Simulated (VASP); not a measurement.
# Y3F2 (I4/mmm) in VASP: further runs

Y3F2 is run at these levels: PBE; tasks: single point.

Program: VASP 6.6.1. These are calculated values, not measurements. Logs are shortened: lines on timing, memory, paths and dates and some standing lists are left out, and cuts for length are marked.

## Step 1: The cell of the first run

Symmetry: I4/mmm, No. 139, tetragonal system. The conventional cell has a = 3.681 Å, b = 3.681 Å, c = 16.771 Å, α = 90.00°, β = 90.00°, γ = 90.00°. Within 3.2 Å of Y (site symmetry 4mm) lie 4 F at 2.41 Å. Within 4.8 Å of Y (site symmetry 4/mmm) lie 12 Y at 3.68 to 3.70 Å and 8 F at 4.58 Å. Within 3.2 Å of F (site symmetry -4m2) lie 4 Y at 2.41 Å and 4 F at 2.60 Å.

## Step 2: Single point, PBE

Input file INCAR:

```
SYSTEM = Y3F2
PREC = Accurate
ENCUT = 520
EDIFF = 1E-7
ISMEAR = 0
SIGMA = 0.2
LREAL = .FALSE.
LASPH = .TRUE.
NELM = 100
ALGO = Normal
ISIF = 2
LWAVE = .FALSE.
LCHARG = .FALSE.
GGA = PE
NBANDS = 32
```

Input file KPOINTS:

```
regular mesh
0
G
  6 6 6
  0 0 0
```

Input file POSCAR:

```
Y3F2
1.0
   -1.8405069473      1.8405069473      8.3855346852
    1.8405069473     -1.8405069473      8.3855346852
    1.8405069473      1.8405069473     -8.3855346852
Y F
3 2
Direct
    0.3428034313      0.3428034313      0.0000000000
    0.6571965687      0.6571965687      0.0000000000
    0.0000000000      0.0000000000      0.0000000000
    0.2500000000      0.7500000000      0.5000000000
    0.7500000000      0.2500000000      0.5000000000
```

Potentials or basis: VASP PAW PBE potentials, release 64 (Y_sv, F).

Started as:

```bash
> cat potpaw_PBE.64/Y_sv/POTCAR potpaw_PBE.64/F/POTCAR > POTCAR
> mpirun -np 1 vasp_std > vasp.out
```

OUTCAR:

```text
SYSTEM = Y3F2
   PREC = Accurate
   ENCUT = 520
   EDIFF = 1E-7
   ISMEAR = 0
   LREAL = .FALSE.
   LASPH = .TRUE.
   NELM = 100
   ISIF = 2
   GGA = PE

 ion  position               nearest neighbor table
   1  0.343  0.343  0.000-   4 2.41   5 2.41   4 2.41   5 2.41   3 3.70   3 3.70   3 3.70   3 3.70
                             2 4.06   2 4.06   2 4.06   2 4.06
   2  0.657  0.657  0.000-   4 2.41   5 2.41   4 2.41   5 2.41   3 3.70   3 3.70   3 3.70   3 3.70
                             1 4.06   1 4.06   1 4.06   1 4.06
   3  0.000  0.000  0.000-   1 3.70   2 3.70   2 3.70   2 3.70   1 3.70   1 3.70   2 3.70   1 3.70

   4  0.250  0.750  0.500-   1 2.41   2 2.41   1 2.41   2 2.41
   5  0.750  0.250  0.500-   1 2.41   2 2.41   1 2.41   2 2.41

  LATTYP: Found a body centered tetragonal cell.
 ALAT       =     3.6810138946
 C/A-ratio  =     4.5561005339

  Lattice vectors:

 A1 = (  -1.8405069473,   1.8405069473,   8.3855346852)
 A2 = (   1.8405069473,  -1.8405069473,   8.3855346852)
 A3 = (   1.8405069473,   1.8405069473,  -8.3855346852)

Analysis of symmetry for initial positions (statically):
=====================================================================
 Subroutine PRICEL returns:
 Original cell was already a primitive cell.

 Routine SETGRP: Setting up the symmetry group for a
 body centered tetragonal supercell.

 Subroutine GETGRP returns: Found 16 space group operations
 (whereof 16 operations were pure point group operations)
 out of a pool of 16 trial point group operations.

The static configuration has the point symmetry D_4h.

Analysis of symmetry for dynamics (positions and initial velocities):
=====================================================================
 Subroutine PRICEL returns:
 Original cell was already a primitive cell.

 Routine SETGRP: Setting up the symmetry group for a
 body centered tetragonal supercell.

 Subroutine GETGRP returns: Found 16 space group operations
 (whereof 16 operations were pure point group operations)
 out of a pool of 16 trial point group operations.

The dynamic configuration has the point symmetry D_4h.

 Subroutine INISYM returns: Found 16 space group operations
 (whereof 16 operations are pure point group operations),
 and found     1 'primitive' translations

----------------------------------------------------------------------------------------

                                     Primitive cell

  volume of cell :     113.6228

  direct lattice vectors                    reciprocal lattice vectors
    -1.840506947  1.840506947  8.385534685     0.000000000  0.271664283  0.059626490
     1.840506947 -1.840506947  8.385534685     0.271664283  0.000000000  0.059626490
     1.840506947  1.840506947 -8.385534685     0.271664283  0.271664283  0.000000000

  length of vectors
     8.780212048  8.780212048  8.780212048     0.278130906  0.278130906  0.384191313

  position of ions in fractional coordinates (direct lattice)
     0.342803431  0.342803431  0.000000000
     0.657196569  0.657196569  0.000000000
     0.000000000  0.000000000  0.000000000
     0.250000000  0.750000000  0.500000000
     0.750000000  0.250000000  0.500000000

  ion indices of the primitive-cell ions
   primitive index   ion index
                 1           1
                 2           2
                 3           3
                 4           4
                 5           5

----------------------------------------------------------------------------------------

 KPOINTS: regular mesh

Automatic generation of k-mesh.
 Grid dimensions read from file:
 generate k-points for:    6    6    6

 Generating k-lattice:

  Cartesian coordinates                     Fractional coordinates (reciprocal lattice)
     0.000000000  0.045277380  0.009937748     0.166666667 -0.000000000  0.000000000
     0.045277380  0.000000000  0.009937748    -0.000000000  0.166666667  0.000000000
     0.045277380  0.045277380  0.000000000     0.000000000  0.000000000  0.166666667

  Length of vectors
     0.046355151  0.046355151  0.064031886

  Shift w.r.t. Gamma in fractional coordinates (k-lattice)
     0.000000000  0.000000000  0.000000000

 Subroutine IBZKPT returns following result:
 ===========================================

 Found     30 irreducible k-points:

 Following reciprocal coordinates:
            Coordinates               Weight
  0.000000  0.000000  0.000000      1.000000
  0.166667 -0.000000  0.000000      8.000000
  0.333333 -0.000000  0.000000      8.000000
  0.500000 -0.000000  0.000000      4.000000
  0.166667  0.166667  0.000000      8.000000
  0.333333  0.166667  0.000000     16.000000
[... 16 lines left out ...]
 -0.333333 -0.333333  0.166667      8.000000
 -0.166667 -0.333333  0.166667      8.000000
 [... further k-points ...]
   k-points           NKPTS =     30   k-points in BZ     NKDIM =     30   number of bands    NBANDS=     32
   number of dos      NEDOS =    301   number of ions     NIONS =      5
   total plane-waves  NPLWV = 343000
   dimension x,y,z NGX =    70 NGY =   70 NGZ =   70
   dimension x,y,z NGXF=   140 NGYF=  140 NGZF=  140
   ions per type =               3   2
   NGX,Y,Z   is equivalent  to a cutoff of  13.25, 13.25, 13.25 a.u.
   NGXF,Y,Z  is equivalent  to a cutoff of  26.51, 26.51, 26.51 a.u.
 SYSTEM =  Y3F2
   PREC   = accura    normal or accurate (medium, high low for compatibility)
   ISTART =      0    job   : 0-new  1-cont  2-samecut
   ICHARG =      2    charge: 1-file 2-atom 10-const
   ISPIN  =      1    spin polarized calculation?
   LNONCOLLINEAR =      F non collinear calculations
   LSORBIT =      F    spin-orbit coupling
   LASPH  =      T    aspherical Exc in radial PAW
   ENCUT  =  520.0 eV  38.22 Ry    6.18 a.u.  16.33 16.33 16.33*2*pi/ulx,y,z
   NELM   =    100;   NELMIN=  2; NELMDL= -5     # of ELM steps
   EDIFF  = 0.1E-06   stopping-criterion for ELM
   LREAL  =      F    real-space projection
   EDIFFG = 0.1E-05   stopping-criterion for IOM
   NSW    =      0    number of steps for IOM
   IBRION =     -1    ionic relax: 0-MD 1-quasi-New 2-CG
   NFREE  =      0    steps in history (QN), initial steepest desc. (CG)
   ISIF   =      2    stress and relaxation
   ISYM   =      2    0-nonsym 1-usesym 2-fastsym
   POTIM  = 0.5000    time-step for ionic-motion
   TEBEG  =    0.0;   TEEND  =   0.0 temperature during run
   PSTRESS=    0.0 pullay stress
   NELECT =      47.0000    total number of electrons
   NUPDOWN=      -1.0000    fix difference up-down
   EMIN   =  10.00;   EMAX   =-10.00  energy-range for DOS
   EFERMI =   0.00;   METHOD = LEGACY
   ISMEAR =     0;   SIGMA  =   0.20  broadening in eV -4-tet -1-fermi 0-gaus
   EFERMI_NEDOS =   21; number of points for ismear=-14 and -15
   IALGO  =     38    algorithm
   IMIX   =      4    mixing-type and parameters
     AMIX     =   0.40;   BMIX     =  1.00
     AMIX_MAG =   1.60;   BMIX_MAG =  1.00
  volume/ion in A,a.u.               =      22.72       153.35
  Fermi-wavevector in a.u.,A,eV,Ry     =   1.219791  2.305071 20.243986  1.487891
  Thomas-Fermi vector in A             =   2.355031
   LORBIT       =      0    0 simple, 1 ext, 2 COOP (PROOUT), +10 PAW based schemes
   GGA     = PE    functional components
   LHFCALC =     F    Hartree Fock is set to
   AEXX    =    0.0000 exact exchange contribution
   IVDW    =     0    specifies the selected vdW correction
   LEPSILON=     F    determine dielectric tensor
   LRPA    =     F    only Hartree local field effects (RPA)
 non-spin polarized calculation
 Gauss-broadening in eV      SIGMA  =   0.20
  energy-cutoff  :      520.00
  volume of cell :      113.62
 maximum number of plane-waves:      3080
 NGX is ok and might be reduce to    70

 number of electron      46.9999999 magnetization

 Free energy of the ion-electron system (eV)
  ---------------------------------------------------
  ext. energy  EPLUGINS =         0.00000000
  ---------------------------------------------------
  free energy    TOTEN  =       -33.20845300 eV

  energy without entropy =      -33.10776701  energy(sigma->0) =      -33.15811001

 E-fermi :   3.6033     XC(G=0):  -9.5961

 val. band max:        3.6009994722   @ k =   0.1667   0.1667   0.1667
 cond. band min:       3.6057011050   @ k =  -0.3333   0.3333   0.0000
 fundamental gap:      0.0047016328
 Fermi energy:         3.6032625554

 k-point     1 :       0.0000    0.0000    0.0000
  band No.  band energies     occupation
      1     -40.1004      2.00000
      2     -40.0813      2.00000
      3     -39.0091      2.00000
      4     -23.3614      2.00000
      5     -22.2004      2.00000
      6     -20.0030      2.00000
[... 24 lines left out ...]
     31       6.6803      0.00000
     32       6.6827      0.00000

 k-point     2 :       0.1667   -0.0000    0.0000
  band No.  band energies     occupation
      1     -40.0945      2.00000
      2     -40.0780      2.00000
      3     -39.0054      2.00000
      4     -23.3104      2.00000
      5     -22.3232      2.00000
      6     -20.0078      2.00000
[... 24 lines left out ...]
     31       6.3592      0.00000
     32       6.5251      0.00000

 k-point     3 :       0.3333   -0.0000    0.0000
  band No.  band energies     occupation
      1     -40.0819      2.00000
      2     -40.0724      2.00000
      3     -38.9979      2.00000
      4     -23.1609      2.00000
      5     -22.6116      2.00000
      6     -20.0888      2.00000
[... 24 lines left out ...]
     31       6.5554      0.00000
     32       6.8174      0.00000

 k-point     4 :       0.5000   -0.0000    0.0000
  band No.  band energies     occupation
      1     -40.0726      2.00000
      2     -40.0725      2.00000
      3     -38.9942      2.00000
      4     -22.9200      2.00000
      5     -22.9198      2.00000
      6     -20.0927      2.00000
[... 24 lines left out ...]
     31       6.9992      0.00000
     32       6.9994      0.00000

 k-point     5 :       0.1667    0.1667    0.0000
  band No.  band energies     occupation
      1     -40.0888      2.00000
      2     -40.0746      2.00000
      3     -39.0017      2.00000
      4     -23.2662      2.00000
      5     -22.4229      2.00000
      6     -20.0565      2.00000
[... 584 lines left out ...]
     31       6.3116      0.00000
     32       6.7848      0.00000

 k-point    22 :      -0.1667    0.5000    0.1667
  band No.  band energies     occupation
      1     -40.0818      2.00000
      2     -40.0725      2.00000
      3     -38.9979      2.00000
      4     -23.1608      2.00000
      5     -22.6116      2.00000
      6     -20.0935      2.00000
[... 24 lines left out ...]
     31       6.6879      0.00000
     32       6.8776      0.00000

 k-point    23 :      -0.3333   -0.3333    0.1667
  band No.  band energies     occupation
      1     -40.0888      2.00000
      2     -40.0747      2.00000
      3     -39.0017      2.00000
      4     -23.2661      2.00000
      5     -22.4229      2.00000
      6     -20.0527      2.00000
[... 24 lines left out ...]
     31       6.4785      0.00000
     32       6.5078      0.00000

 k-point    24 :      -0.1667   -0.3333    0.1667
  band No.  band energies     occupation
      1     -40.0944      2.00000
      2     -40.0781      2.00000
      3     -39.0054      2.00000
      4     -23.3104      2.00000
      5     -22.3232      2.00000
      6     -20.0112      2.00000
[... 24 lines left out ...]
     31       6.5013      0.00000
     32       6.5452      0.00000

 [... further k-points ...]

------------------------ aborting loop because EDIFF is reached ----------------------------------------

  FORCE on cell =-STRESS in cart. coord.  units (eV):
  Direction    XX          YY          ZZ          XY          YZ          ZX
  --------------------------------------------------------------------------------------
  -------------------------------------------------------------------------------------
  Total       -0.1732518     -0.1732518      0.3185924      0.0000000     -0.0000000      0.0000000
  in kB       -2.4429948     -2.4429948      4.4924190      0.0000000     -0.0000000      0.0000000
  external PRESSURE =      -0.1311902 kB  Pullay stress =       0.0000000 kB

 VOLUME and BASIS-vectors are now :
 -----------------------------------------------------------------------------
  energy-cutoff  :      520.00
  volume of cell :      113.62
      direct lattice vectors                 reciprocal lattice vectors
    -1.840506947  1.840506947  8.385534685     0.000000000  0.271664283  0.059626490
     1.840506947 -1.840506947  8.385534685     0.271664283  0.000000000  0.059626490
     1.840506947  1.840506947 -8.385534685     0.271664283  0.271664283  0.000000000

 POSITION                                       TOTAL-FORCE (eV/Angst)
 -----------------------------------------------------------------------------------
      0.00000      0.00000      5.74918        -0.000000     -0.000000      0.068025
      0.00000      0.00000     11.02189        -0.000000     -0.000000     -0.068025
      0.00000      0.00000      0.00000         0.000000      0.000000      0.000000
      1.84051     -0.00000      4.19277         0.000000      0.000000      0.000000
     -0.00000      1.84051      4.19277         0.000000      0.000000      0.000000
 -----------------------------------------------------------------------------------
    total drift:                               -0.000000      0.000000      0.000000

  FREE ENERGIE OF THE ION-ELECTRON SYSTEM (eV)
  ---------------------------------------------------
  free  energy   TOTEN  =       -33.2084530032 eV

  energy  without entropy=      -33.1077670073  energy(sigma->0) =      -33.15811001
```

Run time: 20 min. Hardware: 1 thread of Intel Xeon 8259CL, shared host; peak memory 0.75 GiB.

What came out:

```yaml
Free_energy: -33.2085 eV
Pressure: 0.0 GPa
Largest_force: 0.068 eV/Å
Band_gap_on_the_k_mesh: zero (an odd number of electrons rules out a gap without spin polarisation)
```

Forces on the atoms (eV/Å):
```
Y    0.000  0.000  0.068
Y    0.000  0.000 -0.068
Y    0.000  0.000  0.000
F    0.000  0.000  0.000
F    0.000  0.000  0.000
```

Caveat: an odd number of electrons without spin polarisation forces a metal; a magnetic or distorted state may lie lower.

## Step 3: Single point, PBE

This run uses another cell than the first one: it holds 10 atoms, not 5.

Input file INCAR:

```
ALGO = Normal ; EDIFF = 1E-6
ENCUT = 520 ; GGA = PE
ISIF = 2 ; ISMEAR = 0
LASPH = True ; LCHARG = False
LREAL = False ; LWAVE = False
NBANDS = 58 ; NELM = 100
PREC = Accurate ; SIGMA = 0.2
```

Input file KPOINTS:

```
k-points
0
Gamma
  4 4 4
```

Input file POSCAR:

```
Y3F2
1.0
   -3.6652513797      3.6652513797      0.0000000000
    3.6652513797      3.6652513797      0.0000000000
    1.8326256898     -1.8326256898     -8.4387381671
Y F
6 4
Direct
    0.1570344059      0.5000000000      0.3140688118
    0.6570344059      1.0000000000      0.3140688118
    0.8429655941      0.5000000000      0.6859311882
    0.3429655941      1.0000000000      0.6859311882
    0.5000000000      0.5000000000      0.0000000000
    0.0000000000      0.0000000000      1.0000000000
    0.5000000000      0.2500000000      0.5000000000
    0.0000000000      0.7500000000      0.5000000000
    0.0000000000      0.2500000000      0.5000000000
    0.5000000000      0.7500000000      0.5000000000
```

Potentials or basis: VASP PAW PBE potentials, release 64 (Y_sv, F).

Started as:

```bash
> cat potpaw_PBE.64/Y_sv/POTCAR potpaw_PBE.64/F/POTCAR > POTCAR
> mpirun -np 1 vasp_std > vasp.out
```

Run time: 9.8 min. Hardware: 1 thread of Intel Xeon 8259CL, shared host; peak memory 0.45 GiB.

It converged, with:

* Free energy: -66.4529 eV
* Pressure: 0.0 GPa
* Largest force: 0.038 eV/Å
* Band gap on the k mesh: zero (bands 47 and 48 overlap by 0.64 eV)

Forces in eV/Å, atoms in the order of the input:
```
Y    0.000  0.000  0.038
Y    0.000  0.000  0.038
Y    0.000  0.000 -0.038
Y    0.000  0.000 -0.038
Y    0.000  0.000  0.000
Y    0.000  0.000  0.000
F    0.000  0.000  0.000
F    0.000  0.000  0.000
F    0.000  0.000  0.000
F    0.000  0.000  0.000
```

Levels at points of the mesh, in eV from the Fermi level:
| k point | band 44 | band 45 | band 46 | band 47 | band 48 | band 49 |
| --- | --- | --- | --- | --- | --- | --- |
| (0.00, 0.00, 0.00) | -0.99 | -0.86 | -0.38 | -0.32 | -0.27 | 0.13 |
| (0.50, 0.00, 0.00) | -0.92 | -0.22 | -0.22 | 0.33 | 0.33 | 0.38 |
| (0.00, 0.50, 0.00) | -0.89 | -0.16 | -0.16 | 0.32 | 0.32 | 0.40 |
| (0.50, 0.50, 0.00) | -0.83 | -0.59 | -0.59 | 0.09 | 0.09 | 1.02 |
| (0.00, 0.00, 0.50) | -0.86 | -0.82 | -0.38 | -0.32 | -0.27 | -0.23 |
| (0.00, 0.50, 0.50) | -0.96 | -0.27 | -0.27 | 0.35 | 0.35 | 0.36 |
